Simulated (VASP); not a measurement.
# BN (F-43m) in VASP: a series of runs

The runs below take BN through single point, with PBE-based global hybrid, PBE-based screened hybrid, HSE06.

All numbers are computed with VASP 6.6.1; they aren't measurements. Logs are shortened: lines on timing, memory, paths and dates and some standing lists are left out, and cuts for length are marked.

**1. The cell of the first run**

It takes space group F-43m (No. 216, cubic). Conventional cell: a = 3.610 Å, b = 3.610 Å, c = 3.610 Å, α = 90.00°, β = 90.00°, γ = 90.00°. B (site symmetry -43m) has 4 N at 1.56 Å within 2.1 Å. N (site symmetry -43m) has 4 B at 1.56 Å within 2.1 Å.

**2. Single point, PBE-based global hybrid**

Input file POSCAR:

```
BN
1.0
    0.0000000000      1.8048254535      1.8048254535
    1.8048254535      0.0000000000      1.8048254535
    1.8048254535      1.8048254535      0.0000000000
B N
1 1
Direct
    0.0000000000      0.0000000000      0.0000000000
    0.2500000000      0.2500000000      0.2500000000
```

Input file INCAR.step1:

```
SYSTEM = BN
PREC     = Accurate       ! precision mode
ENCUT    = 520            ! plane-wave cutoff, eV
EDIFF    = 1E-5           ! SCF threshold, eV
ISMEAR   = 0              ! smearing method
SIGMA    = 0.01           ! smearing width, eV
LREAL    = .False.        ! projectors in reciprocal space
LASPH    = .True.         ! aspherical terms in the spheres
NELM     = 80             ! most SCF steps
ALGO     = Normal         ! electronic algorithm
ISIF     = 2              ! what is computed and relaxed
LWAVE    = .True.         ! write WAVECAR
LCHARG   = .False.        ! write CHGCAR
NBANDS   = 11             ! bands
GGA      = PE             ! functional
```

Input file INCAR.step2:

```
SYSTEM = BN
PREC     = Accurate       ! precision mode
ENCUT    = 520            ! plane-wave cutoff, eV
EDIFF    = 1E-6           ! SCF threshold, eV
ISMEAR   = 0              ! smearing method
SIGMA    = 0.01           ! smearing width, eV
LREAL    = .False.        ! projectors in reciprocal space
LASPH    = .True.         ! aspherical terms in the spheres
NELM     = 80             ! most SCF steps
ALGO     = Normal         ! electronic algorithm
ISIF     = 2              ! what is computed and relaxed
LWAVE    = .False.        ! write WAVECAR
LCHARG   = .False.        ! write CHGCAR
GGA      = PE             ! functional
LHFCALC  = .True.         ! exact exchange
AEXX     = 0.5            ! exact-exchange fraction
PRECFOCK = Normal       
NBANDS   = 11             ! bands
ISTART   = 1
```

Input file KPOINTS:

```
Automatic mesh
0
Gamma
  6 6 6
  0 0 0
```

Potentials or basis: VASP PAW PBE potentials, release 64 (B, N).

Started as:

```console
$ cat potpaw_PBE.64/B/POTCAR potpaw_PBE.64/N/POTCAR > POTCAR
$ cp INCAR.step1 INCAR
$ mpirun -np 1 vasp_std > vasp.out
$ cp INCAR.step2 INCAR
$ mpirun -np 1 vasp_std > vasp.out
```

OUTCAR:

```text
SYSTEM = BN
   PREC = Accurate
   ENCUT = 520
   EDIFF = 1E-6
   ISMEAR = 0
   LREAL = .False.
   LASPH = .True.
   NELM = 80
   ISIF = 2
   GGA = PE
   LHFCALC = .True.
   AEXX = 0.5
   PRECFOCK = Normal
   ISTART = 1

 ion  position               nearest neighbor table
   1  0.000  0.000  0.000-   2 1.56   2 1.56   2 1.56   2 1.56
   2  0.250  0.250  0.250-   1 1.56   1 1.56   1 1.56   1 1.56

  LATTYP: Found a face centered cubic cell.
 ALAT       =     3.6096509070

  Lattice vectors:

 A1 = (   0.0000000000,   1.8048254535,   1.8048254535)
 A2 = (   1.8048254535,   0.0000000000,   1.8048254535)
 A3 = (   1.8048254535,   1.8048254535,   0.0000000000)

Analysis of symmetry for initial positions (statically):
=====================================================================
 Subroutine PRICEL returns:
 Original cell was already a primitive cell.

 Routine SETGRP: Setting up the symmetry group for a
 face centered cubic supercell.

 Subroutine GETGRP returns: Found 24 space group operations
 (whereof 24 operations were pure point group operations)
 out of a pool of 48 trial point group operations.

The static configuration has the point symmetry T_d .

Analysis of symmetry for dynamics (positions and initial velocities):
=====================================================================
 Subroutine PRICEL returns:
 Original cell was already a primitive cell.

 Routine SETGRP: Setting up the symmetry group for a
 face centered cubic supercell.

 Subroutine GETGRP returns: Found 24 space group operations
 (whereof 24 operations were pure point group operations)
 out of a pool of 48 trial point group operations.

The dynamic configuration has the point symmetry T_d .

 Subroutine INISYM returns: Found 24 space group operations
 (whereof 24 operations are pure point group operations),
 and found     1 'primitive' translations

----------------------------------------------------------------------------------------

                                     Primitive cell

  volume of cell :      11.7581

  direct lattice vectors                    reciprocal lattice vectors
     0.000000000  1.804825453  1.804825453    -0.277035100  0.277035100  0.277035100
     1.804825453  0.000000000  1.804825453     0.277035100 -0.277035100  0.277035100
     1.804825453  1.804825453  0.000000000     0.277035100  0.277035100 -0.277035100

  length of vectors
     2.552408634  2.552408634  2.552408634     0.479838869  0.479838869  0.479838869

[... 88 lines left out ...]
   IALGO  =     38    algorithm
   IMIX   =      1    mixing-type and parameters
     AMIX     =   0.40;   BMIX     =  1.00
     AMIX_MAG =   1.60;   BMIX_MAG =  1.00
  volume/ion in A,a.u.               =       5.88        39.67
  Fermi-wavevector in a.u.,A,eV,Ry     =   1.439880  2.720979 28.208337  2.073254
  Thomas-Fermi vector in A             =   2.558686
   LORBIT       =      0    0 simple, 1 ext, 2 COOP (PROOUT), +10 PAW based schemes
   GGA     = PE    functional components
   LHFCALC =     T    Hartree Fock is set to
   PRECFOCK=normal    Normal, Fast or Accurate (Low or Medium for compatibility)
   ENCUT4O =  -1.0   cutoff for four orbital integrals eV
   NKREDX  =     1    reduce k-point grid by
   NKREDY  =     1    reduce k-point grid by
   NKREDZ  =     1    reduce k-point grid by
   AEXX    =    0.5000 exact exchange contribution
   HFSCREEN=    0.0000 screening length (either q_TF or 0.3 A-1)
   HFSCREENC=   0.0000 screening length for correlation (either q_TF or 0.3 A-1)
   ENCUTFOCK=  -1.0 apply spherical cutoff to Coloumb kernel
   IVDW    =     0    specifies the selected vdW correction
   LEPSILON=     F    determine dielectric tensor
   LRPA    =     F    only Hartree local field effects (RPA)
 non-spin polarized calculation
 Gauss-broadening in eV      SIGMA  =   0.01
  energy-cutoff  :      520.00
  volume of cell :       11.76
 maximum number of plane-waves:       332
  NGX = 16; NGY = 16; NGZ = 16

 number of electron       7.9999999 magnetization

 Free energy of the ion-electron system (eV)
  ---------------------------------------------------
  ext. energy  EPLUGINS =         0.00000000
  ---------------------------------------------------
  free energy    TOTEN  =       -25.18240126 eV

  energy without entropy =      -25.18240126  energy(sigma->0) =      -25.18240126

 E-fermi :   5.0817     XC(G=0):  -7.3393

 val. band max:        4.8944163338   @ k =   0.0000   0.0000   0.0000
 cond. band min:      13.6317595501   @ k =   0.5000   0.5000   0.0000
 fundamental gap:      8.7373432163
 Fermi energy:         5.0816780560

 k-point     1 :       0.0000    0.0000    0.0000
  band No.  band energies     occupation
      1     -19.1446      2.00000
      2       4.8944      2.00000
      3       4.8944      2.00000
      4       4.8944      2.00000
      5      18.8427      0.00000
      6      18.8427      0.00000
      7      18.8427      0.00000
      8      20.5305      0.00000
      9      35.3319      0.00000
     10      38.3632      0.00000
     11      38.3632      0.00000
[... 197 lines left out ...]
 k-point    16 :      -0.3333    0.5000    0.1667
  band No.  band energies     occupation
      1     -12.4414      2.00000
      2      -4.8985      2.00000
      3      -2.3836      2.00000
      4      -2.1978      2.00000
      5      17.3579      0.00000
      6      22.0118      0.00000
      7      26.1034      0.00000
      8      28.0036      0.00000
      9      31.0318      0.00000
     10      37.3530      0.00000
     11      41.1567      0.00000

------------------------ aborting loop because EDIFF is reached ----------------------------------------

  FORCE on cell =-STRESS in cart. coord.  units (eV):
  Direction    XX          YY          ZZ          XY          YZ          ZX
  --------------------------------------------------------------------------------------
  -------------------------------------------------------------------------------------
  Total       -0.9058301     -0.9058301     -0.9058301     -0.0000000      0.0000000      0.0000000
  in kB     -123.4302840   -123.4302840   -123.4302840     -0.0000000      0.0000000      0.0000000
  external PRESSURE =    -123.4302840 kB  Pullay stress =       0.0000000 kB

 VOLUME and BASIS-vectors are now :
 -----------------------------------------------------------------------------
  energy-cutoff  :      520.00
  volume of cell :       11.76
      direct lattice vectors                 reciprocal lattice vectors
     0.000000000  1.804825453  1.804825453    -0.277035100  0.277035100  0.277035100
     1.804825453  0.000000000  1.804825453     0.277035100 -0.277035100  0.277035100
     1.804825453  1.804825453  0.000000000     0.277035100  0.277035100 -0.277035100

 POSITION                                       TOTAL-FORCE (eV/Angst)
 -----------------------------------------------------------------------------------
      0.00000      0.00000      0.00000         0.000000      0.000000      0.000000
      0.90241      0.90241      0.90241        -0.000000     -0.000000     -0.000000
 -----------------------------------------------------------------------------------
    total drift:                               -0.000000     -0.000001     -0.000001

  FREE ENERGIE OF THE ION-ELECTRON SYSTEM (eV)
  ---------------------------------------------------
  free  energy   TOTEN  =       -25.1824012581 eV

  energy  without entropy=      -25.1824012581  energy(sigma->0) =      -25.18240126
```

OSZICAR.step1:

```text
N       E                     dE             d eps       ncg     rms          rms(c)
DAV:   1     0.101315862508E+02    0.10132E+02   -0.49589E+03   360   0.719E+02
DAV:   2    -0.178842925681E+02   -0.28016E+02   -0.27354E+02   413   0.162E+02
DAV:   3    -0.184179025521E+02   -0.53361E+00   -0.53258E+00   415   0.199E+01
DAV:   4    -0.184185169737E+02   -0.61442E-03   -0.61442E-03   379   0.748E-01
DAV:   5    -0.184185175193E+02   -0.54562E-06   -0.54558E-06   403   0.215E-02    0.673E+00
DAV:   6    -0.175323657375E+02    0.88615E+00   -0.29388E+00   364   0.992E+00    0.329E+00
DAV:   7    -0.174586324231E+02    0.73733E-01   -0.10514E-01   382   0.267E+00    0.193E+00
DAV:   8    -0.174441685976E+02    0.14464E-01   -0.35764E-02   385   0.138E+00    0.195E-01
DAV:   9    -0.174443543257E+02   -0.18573E-03   -0.95198E-04   367   0.258E-01    0.832E-02
DAV:  10    -0.174444401039E+02   -0.85778E-04   -0.11974E-04   376   0.936E-02    0.151E-02
DAV:  11    -0.174444453219E+02   -0.52180E-05   -0.90146E-06   380   0.248E-02
   1 F= -.17444445E+02 E0= -.17444445E+02  d E =-.843997E-35
```

Run time: 6.5 min. Hardware: 1 thread of AMD EPYC 7R43 (Zen 3), shared host; peak memory 0.09 GiB.

Results:

```
Free energy            : -25.1824 eV
Pressure               : -12.3 GPa
Band gap on the k mesh : 8.74 eV, indirect (least direct gap 13.95 eV)
```

Levels at points of the mesh, in eV from the valence-band top:
```csv
k point,band 1,band 2,band 3,band 4,band 5,band 6,band 7,band 8,band 9
"(0.00, 0.00, 0.00)",-24.04,0.00,0.00,0.00,13.95,13.95,13.95,15.64,30.44
"(0.50, 0.00, 0.00)",-19.19,-12.62,-2.28,-2.28,15.24,15.97,15.97,21.14,29.40
"(0.50, 0.50, 0.00)",-17.58,-10.66,-5.74,-5.74,8.74,13.89,24.71,24.71,27.44
```

Caveat: the k points lie up to 0.50 Å⁻¹ apart; the PAW data sets were made with another functional, which shifts forces and pressure a little.

**3. Single point, PBE-based screened hybrid**

POSCAR is that of step 2.

Input file INCAR.step1:

```
PREC = Accurate
ENCUT = 520
EDIFF = 1E-5
ISMEAR = 0
SIGMA = 0.01
LREAL = F
LASPH = T
NELM = 80
ALGO = Normal
ISIF = 2
LWAVE = T
GGA = PE
NBANDS = 11
```

Input file INCAR.step2:

```
PREC = Accurate
ENCUT = 520
EDIFF = 1E-6
ISMEAR = 0
SIGMA = 0.01
LREAL = F
LASPH = T
NELM = 80
ALGO = Normal
ISIF = 2
LWAVE = F
LCHARG = T
GGA = PE
LHFCALC = T
AEXX = 0.4
HFSCREEN = 0.5
PRECFOCK = Normal
LELF = T
LVHAR = T
ISTART = 1
NBANDS = 11
```

Input file KPOINTS:

```
regular mesh
0
Gamma
  6 6 6
```

Potentials or basis: VASP PAW PBE potentials, release 64 (B, N).

Started as:

```console
$ cat potpaw_PBE.64/B/POTCAR potpaw_PBE.64/N/POTCAR > POTCAR
$ cp INCAR.step1 INCAR
$ mpirun -np 1 vasp_std > vasp.out
$ cp INCAR.step2 INCAR
$ mpirun -np 1 vasp_std > vasp.out
```

Run time: 6.9 min. Hardware: 1 thread of AMD EPYC 7R43 (Zen 3), shared host; peak memory 0.18 GiB.

The run converged. Its results:

```
Free energy            : -20.3138 eV
Pressure               : -6.9 GPa
Band gap on the k mesh : 5.61 eV, indirect (least direct gap 10.52 eV)
```

Levels at points of the mesh, in eV from the valence-band top:
```csv
k point,band 2,band 3,band 4,band 5,band 6,band 7
"(0.00, 0.00, 0.00)",0.00,0.00,0.00,10.52,10.52,10.52
"(0.50, 0.00, 0.00)",-11.80,-2.13,-2.13,11.79,12.47,12.47
"(0.50, 0.50, 0.00)",-9.94,-5.39,-5.39,5.61,10.59,20.69
```

Caveat: the k points lie up to 0.50 Å⁻¹ apart; the PAW data sets were made with another functional, which shifts forces and pressure a little.

**4. Single point, HSE06**

POSCAR is that of step 3.

Input file INCAR.step1:

```
SYSTEM = BN
PREC = Accurate
ENCUT = 520
EDIFF = 1E-5
ISMEAR = 0
SIGMA = 0.01
LREAL = .False.
LASPH = .True.
NELM = 100
ALGO = Normal
ISIF = 2
LWAVE = .True.
LCHARG = .False.
NBANDS = 11
GGA = PE
```

Input file INCAR.step2:

```
SYSTEM = BN
PREC = Accurate
ENCUT = 520
EDIFF = 1E-7
ISMEAR = 0
SIGMA = 0.01
LREAL = .False.
LASPH = .True.
NELM = 100
ALGO = Normal
ISIF = 2
LWAVE = .False.
LCHARG = .False.
GGA = PE
LHFCALC = .True.
HFSCREEN = 0.2079
PRECFOCK = Normal
NBANDS = 11
ISTART = 1
```

Input file KPOINTS:

```
regular mesh
0
Gamma
  6 6 6
  0 0 0
```

Started as:

```console
$ cat potpaw_PBE.64/B/POTCAR potpaw_PBE.64/N/POTCAR > POTCAR
$ cp INCAR.step1 INCAR
$ mpirun -np 1 vasp_std > vasp.out
$ cp INCAR.step2 INCAR
$ mpirun -np 1 vasp_std > vasp.out
```

Wall time 8.1 min (1 thread of AMD EPYC 7R43 (Zen 3), shared host); peak memory 0.18 GiB.

It converged, with:

* Free energy: -20.3242 eV
* Pressure: -3.9 GPa
* Band gap on the k mesh: 5.78 eV, indirect (least direct gap 10.58 eV)

Levels at points of the mesh, in eV from the valence-band top:
```
           k point  band 1  band 2  band 3  band 4  band 5  band 6  band 7  band 8  band 9
(0.00, 0.00, 0.00)  -22.16    0.00    0.00    0.00   10.58   10.58   10.58   12.21   26.82
(0.50, 0.00, 0.00)  -17.61  -11.67   -2.11   -2.11   11.90   12.54   12.54   17.42   25.63
(0.50, 0.50, 0.00)  -16.12   -9.80   -5.34   -5.34    5.78   10.76   20.53   20.53   23.32
```

Caveat: the k points lie up to 0.50 Å⁻¹ apart; the PAW data sets were made with another functional, which shifts forces and pressure a little.

**5. Summary**

| level | share of exact exchange | screening parameter | gap on the mesh (eV) | pressure (GPa) |
| --- | --- | --- | --- | --- |
| PBE-based global hybrid | 0.5 | - | 8.74 | -12.3 |
| PBE-based screened hybrid | 0.4 | 0.5 1/Å | 5.61 | -6.9 |
| HSE06 | - | 0.2079 1/Å | 5.78 | -3.9 |

Alike in all rows: task single point; potentials or basis VASP PAW PBE potentials, release 64 (B, N); no spin polarisation; cell as given; k mesh 6 × 6 × 6; cutoff (eV) 520; smearing gaussian 0.01 eV.

Caveats: all runs use coarse meshes; the PAW data sets were made with another functional, which shifts forces and pressure a little.

Absolute energies hang on the potentials; compare differences alone.
